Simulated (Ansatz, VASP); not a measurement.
# In4Ru in VASP and in Ansatz

```
CELL_PARAMETERS angstrom
0.00000 4.13024 4.13024
4.13024 0.00000 4.13024
4.13024 4.13024 0.00000
ATOMIC_POSITIONS crystal
In 0.36411 0.36411 0.36411
In 0.36411 0.36411 0.90767
In 0.36411 0.90767 0.36411
In 0.90767 0.36411 0.36411
Ru 0.75000 0.75000 0.75000
```

Alike in both runs: task relaxation of cell and atoms; functional PBE; k mesh 4 × 4 × 4; occupations gaussian, width 0.2 eV; no spin polarisation.

|  | VASP | Ansatz |
| --- | --- | --- |
| version | VASP 6.6.1 | Ansatz 0.2.0 |
| potentials or method | VASP PAW PBE potentials, release 64 (In_d, Ru_pv), cutoff 600 eV | scalar-relativistic, plane waves, PAW |
| valence electrons in the cell | 66 | 68 |

VASP gave:

- gap on the k mesh at the Fermi level, each at its own relaxed structure (eV): 0.31
- relaxed volume (Å³/atom): 26.21
- relaxed cell length with the largest relative difference (Å): 5.702

Question: What did Ansatz give for the same quantities?

Answer: gap on the k mesh at the Fermi level, each at its own relaxed structure (eV): 0.31; relaxed volume (Å³/atom): 26.10; relaxed cell length with the largest relative difference (Å): 5.693.

VASP's potentials hold 66 valence electrons a cell and Ansatz's 68, so a difference there can come from the potentials and not from the codes.
